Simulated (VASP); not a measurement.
# Ge (Cmmm) in VASP: single point with HSE06

Aim: the single point of Ge with HSE06.

All numbers are computed with VASP 6.6.1; they aren't measurements. Logs are shortened: lines on timing, memory, paths and dates and some standing lists are left out, and cuts for length are marked.

## 1. The cell of the first run

It takes space group Cmmm (No. 65, orthorhombic). Conventional cell: a = 2.737 Å, b = 5.095 Å, c = 2.643 Å, α = 90.00°, β = 90.00°, γ = 90.00°. Ge (site symmetry mmm) has 8 Ge at 2.64 to 2.89 Å within 3.5 Å.

## 2. Single point, HSE06

File POSCAR:

```
Ge
1.0
    1.3686277522     -2.5474293491      0.0000000000
    1.3686277522      2.5474293491      0.0000000000
    0.0000000000      0.0000000000      2.6431496057
Ge
1
Direct
    0.5000000000      0.5000000000      0.0000000000
```

File INCAR.step1:

```
PREC = Accurate ; ENCUT = 520
EDIFF = 1E-5 ; ISMEAR = -1
SIGMA = 0.05 ; LREAL = F
LASPH = T ; NELM = 100
ALGO = Normal ; ISIF = 2
LWAVE = T ; LCHARG = F
GGA = PE ; NBANDS = 13
```

File INCAR.step2:

```
PREC = Accurate ; ENCUT = 520
EDIFF = 1E-6 ; ISMEAR = -1
SIGMA = 0.05 ; LREAL = F
LASPH = T ; NELM = 100
ALGO = Normal ; ISIF = 2
LWAVE = F ; LCHARG = F
GGA = PE ; LHFCALC = T
HFSCREEN = 0.2079 ; PRECFOCK = Normal
ISTART = 1 ; NBANDS = 13
```

File KPOINTS:

```
regular mesh
0
Gamma
  6 6 6
```

Potentials or basis: VASP PAW PBE potentials, release 64 (Ge_d).

Launch:

```console
> cat potpaw_PBE.64/Ge_d/POTCAR > POTCAR
> cp INCAR.step1 INCAR
> mpirun -np 1 vasp_std > vasp.out
> cp INCAR.step2 INCAR
> mpirun -np 1 vasp_std > vasp.out
```

OUTCAR:

```text
PREC = Accurate
   ENCUT = 520
   EDIFF = 1E-6
   ISMEAR = -1
   LREAL = F
   LASPH = T
   NELM = 100
   ISIF = 2
   GGA = PE
   LHFCALC = T
   HFSCREEN = 0.2079
   PRECFOCK = Normal
   ISTART = 1

 ion  position               nearest neighbor table
   1  0.500  0.500  0.000-

  LATTYP: Found a base centered orthorhombic cell.
 ALAT       =     2.7372555044
 B/A-ratio  =     1.8613018368
 C/A-ratio  =     0.9656203454

  Lattice vectors:

 A1 = (   1.3686277522,  -2.5474293491,   0.0000000000)
 A2 = (   1.3686277522,   2.5474293491,   0.0000000000)
 A3 = (   0.0000000000,   0.0000000000,   2.6431496057)

Analysis of symmetry for initial positions (statically):
=====================================================================
 Subroutine PRICEL returns:
 Original cell was already a primitive cell.

 Routine SETGRP: Setting up the symmetry group for a
 base centered orthorhombic supercell.

 Subroutine GETGRP returns: Found  8 space group operations
 (whereof  8 operations were pure point group operations)
 out of a pool of  8 trial point group operations.

The static configuration has the point symmetry D_2h.

Analysis of symmetry for dynamics (positions and initial velocities):
=====================================================================
 Subroutine PRICEL returns:
 Original cell was already a primitive cell.

 Routine SETGRP: Setting up the symmetry group for a
 base centered orthorhombic supercell.

 Subroutine GETGRP returns: Found  8 space group operations
 (whereof  8 operations were pure point group operations)
 out of a pool of  8 trial point group operations.

The dynamic configuration has the point symmetry D_2h.

 Subroutine INISYM returns: Found  8 space group operations
 (whereof  8 operations are pure point group operations),
 and found     1 'primitive' translations

----------------------------------------------------------------------------------------

                                     Primitive cell

  volume of cell :      18.4306

  direct lattice vectors                    reciprocal lattice vectors
     1.368627752 -2.547429349  0.000000000     0.365329432 -0.196276297  0.000000000
     1.368627752  2.547429349  0.000000000     0.365329432  0.196276297  0.000000000
     0.000000000  0.000000000  2.643149606     0.000000000  0.000000000  0.378336511

  length of vectors
     2.891805355  2.891805355  2.643149606     0.414716746  0.414716746  0.378336511

  position of ions in fractional coordinates (direct lattice)
     0.500000000  0.500000000  0.000000000

  ion indices of the primitive-cell ions
   primitive index   ion index
                 1           1

----------------------------------------------------------------------------------------

 KPOINTS: regular mesh

Automatic generation of k-mesh.
 Grid dimensions read from file:
 generate k-points for:    6    6    6

 Generating k-lattice:

  Cartesian coordinates                     Fractional coordinates (reciprocal lattice)
     0.060888239 -0.032712716  0.000000000     0.166666667  0.000000000  0.000000000
     0.060888239  0.032712716  0.000000000     0.000000000  0.166666667  0.000000000
     0.000000000  0.000000000  0.063056085     0.000000000  0.000000000  0.166666667

  Length of vectors
     0.069119458  0.069119458  0.063056085

  Shift w.r.t. Gamma in fractional coordinates (k-lattice)
     0.000000000  0.000000000  0.000000000

 Subroutine IBZKPT returns following result:
 ===========================================

 Found     52 irreducible k-points:

 Following reciprocal coordinates:
            Coordinates               Weight
  0.000000  0.000000  0.000000      1.000000
  0.166667  0.000000  0.000000      4.000000
  0.333333 -0.000000  0.000000      4.000000
  0.500000 -0.000000  0.000000      2.000000
  0.166667  0.166667  0.000000      2.000000
  0.333333  0.166667  0.000000      4.000000
[... 16 lines left out ...]
  0.333333  0.333333  0.166667      4.000000
  0.500000  0.333333  0.166667      8.000000
 [... further k-points ...]
   k-points           NKPTS =     52   k-points in BZ     NKDIM =    216   number of bands    NBANDS=     13
   number of dos      NEDOS =    301   number of ions     NIONS =      1
   total plane-waves  NPLWV =  11520
   dimension x,y,z NGX =    24 NGY =   24 NGZ =   20
   dimension x,y,z NGXF=    48 NGYF=   48 NGZF=   40
   ions per type =               1
   NGX,Y,Z   is equivalent  to a cutoff of  13.80, 13.80, 12.58 a.u.
   NGXF,Y,Z  is equivalent  to a cutoff of  27.59, 27.59, 25.16 a.u.
 SYSTEM =  unknown system
   PREC   = accura    normal or accurate (medium, high low for compatibility)
   ISTART =      1    job   : 0-new  1-cont  2-samecut
   ICHARG =      0    charge: 1-file 2-atom 10-const
   ISPIN  =      1    spin polarized calculation?
   LNONCOLLINEAR =      F non collinear calculations
   LSORBIT =      F    spin-orbit coupling
   LASPH  =      T    aspherical Exc in radial PAW
   ENCUT  =  520.0 eV  38.22 Ry    6.18 a.u.   5.38  5.38  4.91*2*pi/ulx,y,z
   NELM   =    100;   NELMIN=  2; NELMDL=  0     # of ELM steps
   EDIFF  = 0.1E-05   stopping-criterion for ELM
   LREAL  =      F    real-space projection
   EDIFFG = 0.1E-04   stopping-criterion for IOM
   NSW    =      0    number of steps for IOM
   IBRION =     -1    ionic relax: 0-MD 1-quasi-New 2-CG
   NFREE  =      0    steps in history (QN), initial steepest desc. (CG)
   ISIF   =      2    stress and relaxation
   ISYM   =      3    0-nonsym 1-usesym 2-fastsym
   POTIM  = 0.5000    time-step for ionic-motion
   TEBEG  =    0.0;   TEEND  =   0.0 temperature during run
   PSTRESS=    0.0 pullay stress
   NELECT =      14.0000    total number of electrons
   NUPDOWN=      -1.0000    fix difference up-down
   EMIN   =  10.00;   EMAX   =-10.00  energy-range for DOS
   EFERMI =   0.00;   METHOD = LEGACY
   ISMEAR =    -1;   SIGMA  =   0.05  broadening in eV -4-tet -1-fermi 0-gaus
   EFERMI_NEDOS =   21; number of points for ismear=-14 and -15
   IALGO  =     38    algorithm
   IMIX   =      1    mixing-type and parameters
     AMIX     =   0.40;   BMIX     =  1.00
     AMIX_MAG =   1.60;   BMIX_MAG =  1.00
  volume/ion in A,a.u.               =      18.43       124.38
  Fermi-wavevector in a.u.,A,eV,Ry     =   1.493727  2.822734 30.357577  2.231219
  Thomas-Fermi vector in A             =   2.606090
   LORBIT       =      0    0 simple, 1 ext, 2 COOP (PROOUT), +10 PAW based schemes
   GGA     = PE    functional components
   LHFCALC =     T    Hartree Fock is set to
   PRECFOCK=normal    Normal, Fast or Accurate (Low or Medium for compatibility)
   ENCUT4O =  -1.0   cutoff for four orbital integrals eV
   NKREDX  =     1    reduce k-point grid by
   NKREDY  =     1    reduce k-point grid by
   NKREDZ  =     1    reduce k-point grid by
   AEXX    =    0.2500 exact exchange contribution
   HFSCREEN=    0.2079 screening length (either q_TF or 0.3 A-1)
   HFSCREENC=   0.2079 screening length for correlation (either q_TF or 0.3 A-1)
   ENCUTFOCK=  -1.0 apply spherical cutoff to Coloumb kernel
   IVDW    =     0    specifies the selected vdW correction
   LEPSILON=     F    determine dielectric tensor
   LRPA    =     F    only Hartree local field effects (RPA)
 non-spin polarized calculation
  energy-cutoff  :      520.00
  volume of cell :       18.43
 maximum number of plane-waves:       506
 NGX is ok and might be reduce to    24
  NGX = 18; NGY = 18; NGZ = 16

 number of electron      13.9999990 magnetization

 Free energy of the ion-electron system (eV)
  ---------------------------------------------------
  ext. energy  EPLUGINS =         0.00000000
  ---------------------------------------------------
  free energy    TOTEN  =        -5.00315028 eV

  energy without entropy =       -4.99971214  energy(sigma->0) =       -5.00143121

 E-fermi :   7.2473     XC(G=0):  -9.3291

 val. band max:        7.1531405339   @ k =   0.5000   0.1667   0.5000
 cond. band min:       7.2679102308   @ k =  -0.3333   0.1667   0.0000
 fundamental gap:      0.1147696969
 Fermi energy:         7.2472757100

 k-point     1 :       0.0000    0.0000    0.0000
  band No.  band energies     occupation
      1     -21.3974      2.00000
      2     -21.3063      2.00000
      3     -21.2458      2.00000
      4     -21.1371      2.00000
      5     -21.1120      2.00000
      6      -8.1802      2.00000
      7      14.6470      0.00000
      8      15.3578      0.00000
      9      17.0813      0.00000
     10      17.9171      0.00000
     11      20.5886      0.00000
     12      23.1902      0.00000
     13      23.5498      0.00000

 k-point     2 :       0.1667    0.0000    0.0000
  band No.  band energies     occupation
      1     -21.3786      2.00000
      2     -21.2795      2.00000
      3     -21.2430      2.00000
      4     -21.1425      2.00000
      5     -21.1262      2.00000
      6      -7.3931      2.00000
      7      11.6333      0.00000
      8      13.7812      0.00000
      9      15.3855      0.00000
     10      18.0046      0.00000
     11      19.7175      0.00000
     12      23.7689      0.00000
     13      27.1611      0.00000

 k-point     3 :       0.3333   -0.0000    0.0000
  band No.  band energies     occupation
      1     -21.3600      2.00000
      2     -21.2713      2.00000
      3     -21.1745      2.00000
      4     -21.1659      2.00000
      5     -21.1423      2.00000
      6      -5.0373      2.00000
      7       5.0076      2.00000
      8      11.7388      0.00000
      9      15.8065      0.00000
     10      17.4191      0.00000
     11      21.6245      0.00000
     12      28.2323      0.00000
     13      28.5465      0.00000
[... 305 lines left out ...]
 k-point    23 :       0.3333    0.3333    0.1667
  band No.  band energies     occupation
      1     -21.2551      2.00000
      2     -21.2275      2.00000
      3     -21.2040      2.00000
      4     -21.1934      2.00000
      5     -21.1850      2.00000
      6      -0.4832      2.00000
      7       3.4577      2.00000
      8       3.5723      2.00000
      9      15.3464      0.00000
     10      20.2220      0.00000
     11      20.4640      0.00000
     12      27.5678      0.00000
     13      28.5623      0.00000

 k-point    24 :       0.5000    0.3333    0.1667
  band No.  band energies     occupation
      1     -21.3063      2.00000
      2     -21.2470      2.00000
      3     -21.2055      2.00000
      4     -21.1713      2.00000
      5     -21.1558      2.00000
      6      -2.7777      2.00000
      7       2.7162      2.00000
      8       8.8853      0.00000
      9      13.6686      0.00000
     10      19.4451      0.00000
     11      23.2869      0.00000
     12      25.2137      0.00000
     13      28.8187      0.00000

 [... further k-points ...]
[... 5 lines left out ...]
  --------------------------------------------------------------------------------------
  -------------------------------------------------------------------------------------
  Total        0.1248243     -0.5442378      1.0774511      0.0000000      0.0000000      0.0000000
  in kB       10.8510205    -47.3107742     93.6631830      0.0000000      0.0000000      0.0000000
  external PRESSURE =      19.0678098 kB  Pullay stress =       0.0000000 kB

 VOLUME and BASIS-vectors are now :
 -----------------------------------------------------------------------------
  energy-cutoff  :      520.00
  volume of cell :       18.43
      direct lattice vectors                 reciprocal lattice vectors
     1.368627752 -2.547429349  0.000000000     0.365329432 -0.196276297  0.000000000
     1.368627752  2.547429349  0.000000000     0.365329432  0.196276297  0.000000000
     0.000000000  0.000000000  2.643149606     0.000000000  0.000000000  0.378336511

 POSITION                                       TOTAL-FORCE (eV/Angst)
 -----------------------------------------------------------------------------------
      1.36863      0.00000      0.00000         0.000000      0.000000      0.000000
 -----------------------------------------------------------------------------------
    total drift:                               -0.000000     -0.000000     -0.000000

  FREE ENERGIE OF THE ION-ELECTRON SYSTEM (eV)
  ---------------------------------------------------
  free  energy   TOTEN  =        -5.0031502830 eV

  energy  without entropy=       -4.9997121430  energy(sigma->0) =       -5.00143121
```

It took 55 min on 1 thread of AMD EPYC 7R43 (Zen 3), shared host; peak memory 0.21 GiB.

Results:

- Free energy: -5.0032 eV
- Pressure: 1.9 GPa
- Band gap on the k mesh: zero (band 7 reaches 14.65 eV, above the bottom of band 8 at 2.96 eV)

Levels at points of the mesh, in eV from the Fermi level:
```tsv
k point	band 5	band 6	band 7	band 8	band 9	band 10
(0.00, 0.00, 0.00)	-28.36	-15.43	7.40	8.11	9.83	10.67
(0.50, 0.00, 0.00)	-28.38	-9.27	-6.85	3.76	7.79	11.98
(0.50, 0.50, 0.00)	-28.37	-10.30	-7.10	5.81	9.65	11.21
(0.00, 0.00, 0.50)	-28.41	-10.85	-7.41	11.48	13.21	17.21
(0.50, 0.00, 0.50)	-28.29	-3.98	-3.23	-2.50	3.41	7.18
(0.50, 0.50, 0.50)	-28.31	-5.19	-3.40	-3.24	2.96	9.20
```

Caveat: the k points lie up to 0.43 Å⁻¹ apart; the PAW data sets were made with another functional, which shifts forces and pressure a little.
